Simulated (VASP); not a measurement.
C, 12 atoms in the cell. Symmetry: P6_3/mcm, No. 193, hexagonal system. The conventional cell has a = 7.891 Å, b = 7.891 Å, c = 2.467 Å, α = 90.00°, β = 90.00°, γ = 120.00°. C (site symmetry m) has 3 C at 1.43 to 1.44 Å within 1.9 Å. The cell was built from a structure type or drawn by symmetry, and may not be a known phase.

```yaml
Program: VASP 6.6.1
Task: single point
Functional: PBE
Potentials_or_basis: VASP PAW PBE potentials, release 64 (C)
Cutoff: 520 eV
k_mesh: 6 × 6 × 14
Occupations: gaussian, width 0.02 eV
Spin: no spin polarisation
Dipole_correction: no
Further_INCAR_settings: ALGO = Normal; EDIFF = 1e-06; NBANDS = 36
```

Potentials or basis: VASP PAW PBE potentials, release 64 (C).

The run is started by

```console
$ cat potpaw_PBE.64/C/POTCAR > POTCAR
$ mpirun -np 1 vasp_std > vasp.out
```

Hardware: 1 thread of Intel(R) Xeon(R) 6975P-C (Granite Rapids), with other jobs on the host.

Task: How long does it take, and how much memory?

Result: Wall time 100 s on 1 thread of Intel(R) Xeon(R) 6975P-C (Granite Rapids), with other jobs on the host, peak memory 0.33 GiB. Counts: scf iterations 14, k points 56.
